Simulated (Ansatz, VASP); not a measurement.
**In3As in VASP and in Ansatz**

INCAR

```
SYSTEM = In3As
PREC = Accurate
ENCUT = 520
EDIFF = 1E-6
ISMEAR = 0
SIGMA = 0.15
LREAL = .False.
LASPH = .True.
NELM = 100
ALGO = Fast
ISIF = 2
LWAVE = .False.
LCHARG = .False.
GGA = PS
IVDW = 12
NBANDS = 30
```

File KPOINTS:

```
regular mesh
0
Gamma
  10 10 10
  0 0 0
```

Contents of POSCAR:

```
In3As
1.0
    4.5024438172      0.0000000000      0.0000000000
    0.0000000000      4.5024438172      0.0000000000
    0.0000000000      0.0000000000      4.5024438172
In As
3 1
Direct
    0.0000000000      0.5000000000      0.5000000000
    0.5000000000      0.0000000000      0.5000000000
    0.5000000000      0.5000000000      0.0000000000
    0.0000000000      0.0471148654      0.0471148654
```

Input for Ansatz:

```yaml
crystal:
  lattice:
    - [4.5024438172, 0.0, 0.0]
    - [0.0, 4.5024438172, 0.0]
    - [0.0, 0.0, 4.5024438172]
  atoms:
    - { symbol: In, position: [0.0, 0.5, 0.5] }
    - { symbol: In, position: [0.5, 0.0, 0.5] }
    - { symbol: In, position: [0.5, 0.5, 0.0] }
    - { symbol: As, position: [0.0, 0.0471148654, 0.0471148654] }
basis:
  ecutwfc: 420
kpoints:
  mp_grid: { grid: [10, 10, 10] }
hamiltonian:
  xc: pbesol
  dispersion: d3bj
scf:
  occupations: { method: gaussian, width: 0.15 }
output:
  forces: true
  stress: true
  eigenvalues: true
```

Change from the starting cell: all As atoms moved -0.300 Å, as atom 4 towards its neighbour atom 1 (In) at 3.184 Å.

Alike in both runs: task single point; functional PBEsol; dispersion D3(BJ); k mesh 10 × 10 × 10; occupations gaussian, width 0.15 eV; no spin polarisation.

|  | VASP | Ansatz |
| --- | --- | --- |
| version | VASP 6.6.1 | Ansatz 0.2.0 |
| potentials or method | VASP PAW PBE potentials, release 64 (In_d, As), cutoff 520 eV | scalar-relativistic, plane waves, PAW |
| valence electrons in the cell | 44 | 54 |

```tsv
	VASP	Ansatz	Ansatz less VASP
gap on the k mesh at the Fermi level (eV)	none	none	-
pressure (GPa)	0.6	0.6	-0.05
traceless stress, the component that is largest in VASP (GPa)	-0.06	-0.06	+0.001
rms of the force components (eV/Å)	0.153	0.150	-0.0023
```

VASP's potentials were made for PBE, not for PBEsol. Atom by atom the forces differ by 0.004 eV/Å (rms over components). A gap of «none» marks a metal or a gap that the smearing closes. VASP's potentials hold 44 valence electrons a cell and Ansatz's 54, so a difference there can come from the potentials and not from the codes.
